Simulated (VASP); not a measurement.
Here is a VASP 6.6.1 calculation.

File INCAR:

```
  PREC = Accurate
  ENCUT = 520
  EDIFF = 1E-6
  ISMEAR = -1
  SIGMA = 0.05
  LREAL = F
  LASPH = T
  NELM = 150
  ALGO = Normal
  ISIF = 2
  LWAVE = F
  LCHARG = F
  ISPIN = 2
  MAGMOM = 1 0
  LORBIT = 11
  LMAXMIX = 4
  GGA = PE
  NBANDS = 19
```

Contents of KPOINTS:

```
Automatic mesh
0
Gamma
  10 10 10
```

File POSCAR:

```
NiO
1.0
    0.0000000000      2.2406300000      2.2406300000
    2.2406300000      0.0000000000      2.2406300000
    2.2406300000      2.2406300000      0.0000000000
Ni O
1 1
Direct
    0.0000000000      0.0000000000      0.0000000000
    0.7500000000      0.7500000000      0.7500000000
```

Potentials or basis: VASP PAW PBE potentials, release 64 (Ni, O).

Command:

```console
$ cat potpaw_PBE.64/Ni/POTCAR potpaw_PBE.64/O/POTCAR > POTCAR
$ mpirun -np 1 vasp_std > vasp.out
```

(1) Estimate the site moments.

(2) Estimate the pressure.

Answers

(1) Ni +1.50; O +0.36 μB.

(2) 0.3 GPa.

Caveat: a cell with one magnetic atom can't hold antiferromagnetic order, which such compounds often take.
